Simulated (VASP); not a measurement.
A run of VASP 6.6.1:

Contents of INCAR:

```
SYSTEM = Hf
PREC = Accurate ; ENCUT = 600
EDIFF = 1E-6 ; ISMEAR = 0
SIGMA = 0.05 ; LREAL = .False.
LASPH = .True. ; NELM = 100
ALGO = Normal ; ISIF = 3
LWAVE = .False. ; LCHARG = .False.
GGA = PE ; IBRION = 2
NSW = 80 ; EDIFFG = -0.03
```

File KPOINTS:

```
Automatic mesh
0
Gamma
  8 8 4
  0 0 0
```

POSCAR

```
Hf
1.0
    3.2000000000      0.0000000000      0.0000000000
   -1.6000000000      2.7712812921      0.0000000000
    0.0000000000      0.0000000000      5.0624000000
Hf
2
Direct
    0.3333333333      0.6666666667      0.7500000000
    0.6666666667      0.3333333333      0.2500000000
```

Potentials or basis: VASP PAW PBE potentials, release 64 (Hf_pv).

Command:

```bash
$ cat potpaw_PBE.64/Hf_pv/POTCAR > POTCAR
$ mpirun -np 1 vasp_std > vasp.out
```

Hardware: 1 thread of Intel(R) Xeon(R) Platinum 8259CL CPU @ 2.50GHz (Skylake/Cascade Lake), with other jobs on the host.

Task: Estimate the wall time of this run.

Result: Wall time 38 s on 1 thread of Intel(R) Xeon(R) Platinum 8259CL CPU @ 2.50GHz (Skylake/Cascade Lake) (shared host), peak memory 0.19 GiB. Counts: scf iterations 23, k points 30, ion steps 3.
